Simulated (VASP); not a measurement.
# Ti (R-3m) in VASP: further runs

Runs on Ti. Level: PBE. Tasks: electric field gradients.

Program: VASP 6.6.1. These are calculated values, not measurements. Logs are shortened: lines on timing, memory, paths and dates and some standing lists are left out, and cuts for length are marked.

## (1) The cell of the first run

Symmetry: R-3m, No. 166, trigonal system. The conventional cell has a = 4.595 Å, b = 4.595 Å, c = 2.899 Å, α = 90.00°, β = 90.00°, γ = 120.00°. Ti (site symmetry -3m) has 14 Ti at 2.82 to 3.28 Å within 3.7 Å.

## (2) Electric field gradients, PBE (equal xy, yz and zx shear strains of +2 %)

Contents of INCAR:

```
SYSTEM = Ti
PREC = Accurate
ENCUT = 400
EDIFF = 1E-8
ISMEAR = -1
SIGMA = 0.05
LREAL = .FALSE.
LASPH = .TRUE.
NELM = 120
ALGO = Normal
ISIF = 2
LWAVE = .FALSE.
LCHARG = .FALSE.
GGA = PE
LEFG = .TRUE.
NBANDS = 12
GGA_COMPAT = .FALSE.
```

Contents of KPOINTS:

```
Automatic mesh
0
G
  14 14 14
  0 0 0
```

Contents of POSCAR:

```
Ti
1.0
   -1.6081800000      1.6410000000      1.6410000000
    1.6410000000     -1.6081800000      1.6410000000
    1.6410000000      1.6410000000     -1.6081800000
Ti
1
Direct
    0.0000000000      0.0000000000      0.0000000000
```

Potentials or basis: VASP PAW PBE potentials, release 64 (Ti_sv).

Started as:

```console
$ cat potpaw_PBE.64/Ti_sv/POTCAR > POTCAR
$ mpirun -np 1 vasp_std > vasp.out
```

OUTCAR:

```text
SYSTEM = Ti
   PREC = Accurate
   ENCUT = 400
   EDIFF = 1E-8
   ISMEAR = -1
   LREAL = .FALSE.
   LASPH = .TRUE.
   NELM = 120
   ISIF = 2
   GGA = PE

 ion  position               nearest neighbor table
   1  0.000  0.000  0.000-

  LATTYP: Found a trigonal (rhomboedric) cell.
 ALAT       =     2.8234739086
 COS(alpha) =    -0.3242805026

  Lattice vectors:

 A1 = (  -1.6081800000,   1.6410000000,   1.6410000000)
 A2 = (   1.6410000000,  -1.6081800000,   1.6410000000)
 A3 = (   1.6410000000,   1.6410000000,  -1.6081800000)

Analysis of symmetry for initial positions (statically):
=====================================================================
 Subroutine PRICEL returns:
 Original cell was already a primitive cell.

 Routine SETGRP: Setting up the symmetry group for a
 trigonal (rhombohedral) supercell.

 Subroutine GETGRP returns: Found 12 space group operations
 (whereof 12 operations were pure point group operations)
 out of a pool of 12 trial point group operations.

The static configuration has the point symmetry D_3d.

Analysis of symmetry for dynamics (positions and initial velocities):
=====================================================================
 Subroutine PRICEL returns:
 Original cell was already a primitive cell.

 Routine SETGRP: Setting up the symmetry group for a
 trigonal (rhombohedral) supercell.

 Subroutine GETGRP returns: Found 12 space group operations
 (whereof 12 operations were pure point group operations)
 out of a pool of 12 trial point group operations.

The dynamic configuration has the point symmetry D_3d.

 Subroutine INISYM returns: Found 12 space group operations
 (whereof 12 operations are pure point group operations),
 and found     1 'primitive' translations

----------------------------------------------------------------------------------------

                                     Primitive cell

  volume of cell :      17.6708

  direct lattice vectors                    reciprocal lattice vectors
    -1.608180000  1.641000000  1.641000000    -0.006034705  0.301735255  0.301735255
     1.641000000 -1.608180000  1.641000000     0.301735255 -0.006034705  0.301735255
     1.641000000  1.641000000 -1.608180000     0.301735255  0.301735255 -0.006034705

  length of vectors
     2.823473909  2.823473909  2.823473909     0.426760760  0.426760760  0.426760760

  position of ions in fractional coordinates (direct lattice)
     0.000000000  0.000000000  0.000000000

  ion indices of the primitive-cell ions
   primitive index   ion index
                 1           1

----------------------------------------------------------------------------------------

 KPOINTS: Automatic mesh

Automatic generation of k-mesh.
 Grid dimensions read from file:
 generate k-points for:   14   14   14

 Generating k-lattice:

  Cartesian coordinates                     Fractional coordinates (reciprocal lattice)
    -0.000431050  0.021552518  0.021552518     0.071428571  0.000000000  0.000000000
     0.021552518 -0.000431050  0.021552518     0.000000000  0.071428571  0.000000000
     0.021552518  0.021552518 -0.000431050     0.000000000  0.000000000  0.071428571

  Length of vectors
     0.030482911  0.030482911  0.030482911

  Shift w.r.t. Gamma in fractional coordinates (k-lattice)
     0.000000000  0.000000000  0.000000000

 Subroutine IBZKPT returns following result:
 ===========================================

 Found    288 irreducible k-points:

 Following reciprocal coordinates:
            Coordinates               Weight
  0.000000  0.000000  0.000000      1.000000
  0.071429 -0.000000 -0.000000      6.000000
  0.142857  0.000000  0.000000      6.000000
  0.214286  0.000000  0.000000      6.000000
  0.285714 -0.000000 -0.000000      6.000000
  0.357143 -0.000000 -0.000000      6.000000
[... 16 lines left out ...]
  0.214286  0.142857 -0.000000     12.000000
  0.285714  0.142857 -0.000000     12.000000
 [... further k-points ...]
   k-points           NKPTS =    288   k-points in BZ     NKDIM =    288   number of bands    NBANDS=     12
   number of dos      NEDOS =    301   number of ions     NIONS =      1
   total plane-waves  NPLWV =   5832
   dimension x,y,z NGX =    18 NGY =   18 NGZ =   18
   dimension x,y,z NGXF=    36 NGYF=   36 NGZF=   36
   ions per type =               1
   NGX,Y,Z   is equivalent  to a cutoff of  10.60, 10.60, 10.60 a.u.
   NGXF,Y,Z  is equivalent  to a cutoff of  21.20, 21.20, 21.20 a.u.
 SYSTEM =  Ti
   PREC   = accura    normal or accurate (medium, high low for compatibility)
   ISTART =      0    job   : 0-new  1-cont  2-samecut
   ICHARG =      2    charge: 1-file 2-atom 10-const
   ISPIN  =      1    spin polarized calculation?
   LNONCOLLINEAR =      F non collinear calculations
   LSORBIT =      F    spin-orbit coupling
   LASPH  =      T    aspherical Exc in radial PAW
   ENCUT  =  400.0 eV  29.40 Ry    5.42 a.u.   4.60  4.60  4.60*2*pi/ulx,y,z
   NELM   =    120;   NELMIN=  2; NELMDL= -5     # of ELM steps
   EDIFF  = 0.1E-07   stopping-criterion for ELM
   LREAL  =      F    real-space projection
   EDIFFG = 0.1E-06   stopping-criterion for IOM
   NSW    =      0    number of steps for IOM
   IBRION =     -1    ionic relax: 0-MD 1-quasi-New 2-CG
   NFREE  =      0    steps in history (QN), initial steepest desc. (CG)
   ISIF   =      2    stress and relaxation
   ISYM   =      2    0-nonsym 1-usesym 2-fastsym
   POTIM  = 0.5000    time-step for ionic-motion
   TEBEG  =    0.0;   TEEND  =   0.0 temperature during run
   PSTRESS=    0.0 pullay stress
   NELECT =      12.0000    total number of electrons
   NUPDOWN=      -1.0000    fix difference up-down
   EMIN   =  10.00;   EMAX   =-10.00  energy-range for DOS
   EFERMI =   0.00;   METHOD = LEGACY
   ISMEAR =    -1;   SIGMA  =   0.05  broadening in eV -4-tet -1-fermi 0-gaus
   EFERMI_NEDOS =   21; number of points for ismear=-14 and -15
   IALGO  =     38    algorithm
   IMIX   =      4    mixing-type and parameters
     AMIX     =   0.40;   BMIX     =  1.00
     AMIX_MAG =   1.60;   BMIX_MAG =  1.00
  volume/ion in A,a.u.               =      17.67       119.25
  Fermi-wavevector in a.u.,A,eV,Ry     =   1.438964  2.719247 28.172445  2.070616
  Thomas-Fermi vector in A             =   2.557872
   LORBIT       =      0    0 simple, 1 ext, 2 COOP (PROOUT), +10 PAW based schemes
   GGA     = PE    functional components
   LHFCALC =     F    Hartree Fock is set to
   AEXX    =    0.0000 exact exchange contribution
   IVDW    =     0    specifies the selected vdW correction
   LEPSILON=     F    determine dielectric tensor
   LRPA    =     F    only Hartree local field effects (RPA)
 non-spin polarized calculation
  energy-cutoff  :      400.00
  volume of cell :       17.67
 maximum number of plane-waves:       336
   NGX =  9   NGY =  9   NGZ =  9

 number of electron      12.0000005 magnetization

 Free energy of the ion-electron system (eV)
  ---------------------------------------------------
  ext. energy  EPLUGINS =         0.00000000
  ---------------------------------------------------
  free energy    TOTEN  =        -7.72061284 eV

  energy without entropy =       -7.70018397  energy(sigma->0) =       -7.71039841

 E-fermi :   7.9072     XC(G=0): -11.4126

 val. band max:        7.9027544664   @ k =  -0.1429  -0.2857   0.0714
 cond. band min:       7.9081800030   @ k =  -0.3571   0.1429   0.1429
 fundamental gap:      0.0054255367
 Fermi energy:         7.9071957599

 k-point     1 :       0.0000    0.0000    0.0000
  band No.  band energies     occupation
      1     -48.6442      2.00000
      2     -24.5524      2.00000
      3     -24.5163      2.00000
      4     -24.5163      2.00000
      5       2.0251      2.00000
      6       8.7789      0.00000
      7       8.7789      0.00000
      8       9.0783      0.00000
      9      10.6173      0.00000
     10      10.6173      0.00000
     11      24.9986      0.00000
     12      24.9986      0.00000

 k-point     2 :       0.0714   -0.0000   -0.0000
  band No.  band energies     occupation
      1     -48.6387      2.00000
      2     -24.5773      2.00000
      3     -24.5323      2.00000
      4     -24.5166      2.00000
      5       2.1921      2.00000
      6       8.7071      0.00000
      7       8.7848      0.00000
      8       9.1569      0.00000
      9      10.5441      0.00000
     10      10.6242      0.00000
     11      24.7052      0.00000
     12      25.0668      0.00000
[... 316 lines left out ...]
 k-point    24 :       0.2857    0.1429   -0.0000
  band No.  band energies     occupation
      1     -48.5439      2.00000
      2     -25.0122      2.00000
      3     -24.7168      2.00000
      4     -24.5620      2.00000
      5       5.3993      2.00000
      6       7.6658      1.98413
      7       7.9280      0.79500
      8      10.4008      0.00000
      9      11.0263      0.00000
     10      11.7980      0.00000
     11      18.5983      0.00000
     12      20.9845      0.00000

 [... further k-points ...]
[... 5 lines left out ...]
  --------------------------------------------------------------------------------------
  -------------------------------------------------------------------------------------
  Total       -0.3633440     -0.3633440     -0.3633440     -0.0949794     -0.0949794     -0.0949794
  in kB      -32.9436886    -32.9436886    -32.9436886     -8.6115979     -8.6115979     -8.6115979
  external PRESSURE =     -32.9436886 kB  Pullay stress =       0.0000000 kB

 VOLUME and BASIS-vectors are now :
 -----------------------------------------------------------------------------
  energy-cutoff  :      400.00
  volume of cell :       17.67
      direct lattice vectors                 reciprocal lattice vectors
    -1.608180000  1.641000000  1.641000000    -0.006034705  0.301735255  0.301735255
     1.641000000 -1.608180000  1.641000000     0.301735255 -0.006034705  0.301735255
     1.641000000  1.641000000 -1.608180000     0.301735255  0.301735255 -0.006034705

 POSITION                                       TOTAL-FORCE (eV/Angst)
 -----------------------------------------------------------------------------------
      0.00000      0.00000      0.00000         0.000000      0.000000      0.000000
 -----------------------------------------------------------------------------------
    total drift:                                0.000000     -0.000000      0.000000

  FREE ENERGIE OF THE ION-ELECTRON SYSTEM (eV)
  ---------------------------------------------------
  free  energy   TOTEN  =        -7.7206128439 eV

  energy  without entropy=       -7.7001839733  energy(sigma->0) =       -7.71039841

 Electric field gradients (V/A^2)
---------------------------------------------------------------------
 ion       V_xx      V_yy      V_zz      V_xy      V_xz      V_yz
---------------------------------------------------------------------
   1      -0.000    -0.000    -0.000    -3.987    -3.987    -3.987
---------------------------------------------------------------------

 Electric field gradients after diagonalization (V/A^2)
 (convention: |V_zz| > |V_xx| > |V_yy|)
----------------------------------------------------------------------
 ion       V_xx      V_yy      V_zz     asymmetry (V_yy - V_xx)/ V_zz
----------------------------------------------------------------------
   1       3.987     3.987    -7.974       0.000
----------------------------------------------------------------------

           NMR quadrupolar parameters

 Cq : quadrupolar parameter    Cq=e*Q*V_zz/h
 eta: asymmetry parameters     (V_yy - V_xx)/ V_zz
 Q  : nuclear electric quadrupole moment in mb (millibarn)
----------------------------------------------------------------------
 ion       Cq(MHz)       eta       Q (mb)
----------------------------------------------------------------------
   1      -0.019       0.000       1.000
----------------------------------------------------------------------
```

Run time: 69 s. Hardware: 1 thread of AMD EPYC 7R43 (Zen 3), shared host; peak memory 0.11 GiB.

Results:

```
Free energy                             : -7.7206 eV
Pressure                                : -3.3 GPa
Band gap on the k mesh                  : zero (bands 6 and 7 overlap by 1.49 eV)
Largest electric field gradient by atom : Ti -8.0 V/Å²
```

Levels at points of the mesh, in eV from the Fermi level:
| k point | band 4 | band 5 | band 6 | band 7 | band 8 | band 9 |
| --- | --- | --- | --- | --- | --- | --- |
| (0.00, 0.00, 0.00) | -32.42 | -5.88 | 0.87 | 0.87 | 1.17 | 2.71 |
| (0.50, 0.00, 0.00) | -32.43 | -2.41 | -0.40 | 0.96 | 2.74 | 3.09 |
| (0.50, 0.50, 0.00) | -32.44 | -2.39 | -0.35 | 1.24 | 2.64 | 2.96 |
| (0.50, 0.50, 0.50) | -32.84 | -2.04 | -2.04 | 3.66 | 3.92 | 3.92 |

Electric field gradients, principal values (V/Å²):
| atom | least | middle | greatest (by size) |
| --- | --- | --- | --- |
| 1 Ti | 3.987 | 3.987 | -7.974 |

Caveat: the cell differs from its parent crystal (equal xy, yz and zx shear strains of +2 %); the cell stands under tension; without QUAD_EFG the Cq values of the log hold for a quadrupole moment of 1 mb, not for the nuclei.

## (3) Electric field gradients, PBE (equal xy, yz and zx shear strains of +1 %)

Contents of INCAR:

```
SYSTEM = Ti
PREC = Accurate
ENCUT = 400
EDIFF = 1E-8
ISMEAR = -1
SIGMA = 0.05
LREAL = .False.
LASPH = .True.
NELM = 120
ALGO = Normal
ISIF = 2
LWAVE = .False.
LCHARG = .False.
GGA = PE
LEFG = .True.
NBANDS = 12
GGA_COMPAT = .False.
```

Contents of KPOINTS:

```
regular mesh
0
Gamma
  14 14 14
  0 0 0
```

Contents of POSCAR:

```
Ti
1.0
   -1.6245900000      1.6410000000      1.6410000000
    1.6410000000     -1.6245900000      1.6410000000
    1.6410000000      1.6410000000     -1.6245900000
Ti
1
Direct
    0.0000000000      0.0000000000      0.0000000000
```

Potentials or basis: VASP PAW PBE potentials, release 64 (Ti_sv).

Started as:

```console
$ cat potpaw_PBE.64/Ti_sv/POTCAR > POTCAR
$ mpirun -np 1 vasp_std > vasp.out
```

OUTCAR:

```text
SYSTEM = Ti
   PREC = Accurate
   ENCUT = 400
   EDIFF = 1E-8
   ISMEAR = -1
   LREAL = .False.
   LASPH = .True.
   NELM = 120
   ISIF = 2
   GGA = PE

 ion  position               nearest neighbor table
   1  0.000  0.000  0.000-

  LATTYP: Found a trigonal (rhomboedric) cell.
 ALAT       =     2.8328527438
 COS(alpha) =    -0.3288480252

  Lattice vectors:

 A1 = (  -1.6245900000,   1.6410000000,   1.6410000000)
 A2 = (   1.6410000000,  -1.6245900000,   1.6410000000)
 A3 = (   1.6410000000,   1.6410000000,  -1.6245900000)

Analysis of symmetry for initial positions (statically):
=====================================================================
 Subroutine PRICEL returns:
 Original cell was already a primitive cell.

 Routine SETGRP: Setting up the symmetry group for a
[... 542 lines left out ...]
  external PRESSURE =     -32.9553420 kB  Pullay stress =       0.0000000 kB

 VOLUME and BASIS-vectors are now :
 -----------------------------------------------------------------------------
  energy-cutoff  :      400.00
  volume of cell :       17.67
      direct lattice vectors                 reciprocal lattice vectors
    -1.624590000  1.641000000  1.641000000    -0.003031915  0.303191463  0.303191463
     1.641000000 -1.624590000  1.641000000     0.303191463 -0.003031915  0.303191463
     1.641000000  1.641000000 -1.624590000     0.303191463  0.303191463 -0.003031915

 POSITION                                       TOTAL-FORCE (eV/Angst)
 -----------------------------------------------------------------------------------
      0.00000      0.00000      0.00000        -0.000000     -0.000000     -0.000000
 -----------------------------------------------------------------------------------
    total drift:                                0.000000     -0.000000      0.000000

  FREE ENERGIE OF THE ION-ELECTRON SYSTEM (eV)
  ---------------------------------------------------
  free  energy   TOTEN  =        -7.7226790626 eV

  energy  without entropy=       -7.7020475749  energy(sigma->0) =       -7.71236332

 Electric field gradients (V/A^2)
---------------------------------------------------------------------
 ion       V_xx      V_yy      V_zz      V_xy      V_xz      V_yz
---------------------------------------------------------------------
   1      -0.000     0.000    -0.000    -2.107    -2.107    -2.107
---------------------------------------------------------------------

 Electric field gradients after diagonalization (V/A^2)
 (convention: |V_zz| > |V_xx| > |V_yy|)
----------------------------------------------------------------------
 ion       V_xx      V_yy      V_zz     asymmetry (V_yy - V_xx)/ V_zz
----------------------------------------------------------------------
   1       2.107     2.107    -4.214       0.000
----------------------------------------------------------------------

           NMR quadrupolar parameters

 Cq : quadrupolar parameter    Cq=e*Q*V_zz/h
 eta: asymmetry parameters     (V_yy - V_xx)/ V_zz
 Q  : nuclear electric quadrupole moment in mb (millibarn)
----------------------------------------------------------------------
 ion       Cq(MHz)       eta       Q (mb)
----------------------------------------------------------------------
   1      -0.010       0.000       1.000
----------------------------------------------------------------------
```

OSZICAR:

```text
N       E                     dE             d eps       ncg     rms          rms(c)
DAV:   1     0.758895596231E+02    0.75890E+02   -0.56673E+03  6984   0.102E+03
DAV:   2    -0.525101035513E+01   -0.81141E+02   -0.79031E+02  7136   0.268E+02
DAV:   3    -0.872916493034E+01   -0.34782E+01   -0.34403E+01  9168   0.592E+01
DAV:   4    -0.880062386941E+01   -0.71459E-01   -0.71374E-01  7772   0.761E+00
DAV:   5    -0.880239590244E+01   -0.17720E-02   -0.17720E-02  8064   0.105E+00    0.816E+00
DAV:   6    -0.771945001924E+01    0.10829E+01   -0.26316E+00  7452   0.226E+01    0.202E+00
DAV:   7    -0.771549192840E+01    0.39581E-02   -0.63303E-02  8044   0.258E+00    0.122E+00
DAV:   8    -0.772234916649E+01   -0.68572E-02   -0.29522E-02  7252   0.198E+00    0.893E-02
DAV:   9    -0.772267498580E+01   -0.32582E-03   -0.14256E-03  8288   0.342E-01    0.566E-02
DAV:  10    -0.772268965352E+01   -0.14668E-04   -0.16723E-04  7252   0.126E-01    0.153E-02
DAV:  11    -0.772267867641E+01    0.10977E-04   -0.20546E-05  7716   0.697E-02    0.718E-03
DAV:  12    -0.772267870778E+01   -0.31372E-07   -0.97433E-07  7764   0.113E-02    0.108E-03
DAV:  13    -0.772267905833E+01   -0.35055E-06   -0.19392E-07  9140   0.283E-03    0.852E-04
DAV:  14    -0.772267906256E+01   -0.42321E-08   -0.90814E-09  6072   0.950E-04
   1 F= -.77226791E+01 E0= -.77123633E+01  d E =-.206315E-01
```

Wall time 55 s (1 thread of AMD EPYC 7R43 (Zen 3), shared host); peak memory 0.12 GiB.

What came out:

```
Free energy                             : -7.7227 eV
Pressure                                : -3.3 GPa
Band gap on the k mesh                  : zero (bands 6 and 7 overlap by 1.56 eV)
Largest electric field gradient by atom : Ti -4.2 V/Å²
```

Electric field gradients, principal values (V/Å²):
| atom | least | middle | greatest (by size) |
| --- | --- | --- | --- |
| 1 Ti | 2.107 | 2.107 | -4.214 |

Caveat: the cell differs from its parent crystal (equal xy, yz and zx shear strains of +1 %); the cell stands under tension; without QUAD_EFG the Cq values of the log hold for a quadrupole moment of 1 mb, not for the nuclei.
